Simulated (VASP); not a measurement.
A run of VASP 6.6.1:

The input POSCAR:

```
BP
1.0
    0.0000000000      2.3127539180      2.3127539180
    2.3127539180      0.0000000000      2.3127539180
    2.3127539180      2.3127539180      0.0000000000
B P
1 1
Direct
    0.0000000000      0.0000000000      0.0000000000
    0.2500000000      0.2500000000      0.2500000000
```

File INCAR.step1:

```
SYSTEM = BP
PREC = Accurate
ENCUT = 550
ISMEAR = 1
SIGMA = 0.02
LREAL = .FALSE.
LASPH = .TRUE.
NELM = 120
NBANDS = 11
GGA = PE
ALGO = Normal
EDIFF = 1E-5
LWAVE = .TRUE.
LCHARG = .FALSE.
GGA_COMPAT = .FALSE.
```

File INCAR.step2:

```
SYSTEM = BP
PREC = Accurate
ENCUT = 550
EDIFF = 1E-6
ISMEAR = 1
SIGMA = 0.02
LREAL = .FALSE.
LASPH = .TRUE.
NELM = 120
ALGO = Normal
ISIF = 2
LWAVE = .FALSE.
LCHARG = .TRUE.
METAGGA = R2SCAN
LMIXTAU = .TRUE.
LELF = .TRUE.
LVHAR = .TRUE.
NBANDS = 11
ISTART = 1
GGA_COMPAT = .FALSE.
```

The input KPOINTS:

```
regular mesh
0
G
  10 10 10
  0 0 0
```

Potentials or basis: VASP PAW PBE potentials, release 64 (B, P).

The run is started by

```console
$ cat potpaw_PBE.64/B/POTCAR potpaw_PBE.64/P/POTCAR > POTCAR
$ cp INCAR.step1 INCAR
$ mpirun -np 1 vasp_std > vasp.out
$ cp INCAR.step2 INCAR
$ mpirun -np 1 vasp_std > vasp.out
```

Hardware: 1 thread of Intel(R) Xeon(R) Platinum 8488C (Sapphire Rapids), on a shared host.

**Question.** Estimate the wall time of this run.

**Answer.** Run time: 54 s on 1 thread of Intel(R) Xeon(R) Platinum 8488C (Sapphire Rapids), with other jobs on the host, peak memory 0.16 GiB. Counts: k points 47.
